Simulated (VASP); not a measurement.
**AlN: relaxation of the atoms with PBE**

The system is AlN.

```
Al N
1.0
     3.22380    0.00000    0.00000
    -1.61190    2.79189    0.00000
     0.00000    0.00000    5.61900
Al N
2 2
Direct
  0.33333 0.66667 0.00173
  0.66667 0.33333 0.50173
  0.33333 0.66667 0.38327
  0.66667 0.33333 0.88327
```

```
Program                : VASP 6.6.1
Task                   : relaxation of the atoms
Functional             : PBE
Potentials or basis    : VASP PAW PBE potentials, release 64 (Al, N)
Cutoff                 : 520 eV
k mesh                 : 9 × 9 × 6
Occupations            : gaussian, width 0.05 eV
Spin                   : no spin polarisation
Dipole correction      : no
Further INCAR settings : ALGO = Normal; EDIFF = 1e-06; IBRION = 2; EDIFFG = -0.01; NSW = 50
```

```yaml
Pressure_after_relaxing: -22.3 GPa
Largest_force_after_relaxing: 0.008 eV/Å
Band_gap_on_the_k_mesh: 2.53 eV
```

Forces in eV/Å, atoms in the order of the input:
```
Al   0.000  0.000  0.008
Al   0.000  0.000  0.008
N    0.000  0.000 -0.008
N    0.000  0.000 -0.008
```

Stress tensor (GPa, compression positive):
```
-16.78   0.00   0.00
  0.00 -16.78   0.00
  0.00   0.00 -33.33
```

Final structure:
```
Al N
1.0
     3.22380    0.00000    0.00000
    -1.61190    2.79189    0.00000
     0.00000    0.00000    5.61900
Al N
2 2
Cartesian
  0.0000 1.8613 0.0097
  1.6119 0.9306 2.8192
  0.0000 1.8613 2.1536
  1.6119 0.9306 4.9631
```

Levels at points of the mesh, in eV from the valence-band top:
| k point | band 6 | band 7 | band 8 | band 9 | band 10 | band 11 |
| --- | --- | --- | --- | --- | --- | --- |
| (0.00, 0.00, 0.00) | -0.14 | 0.00 | 0.00 | 2.53 | 5.87 | 8.79 |
| (0.00, 0.00, 0.50) | -0.21 | -0.21 | -0.21 | 5.16 | 5.16 | 8.63 |

Wall time 15 s on 1 thread of AMD EPYC 7R13 Processor (Zen 3) (shared host), peak memory 0.14 GiB.

Caveat: the relaxation stopped at its first step, so nothing moved. PBE gaps usually lie below the measured ones, often by a third to a half.
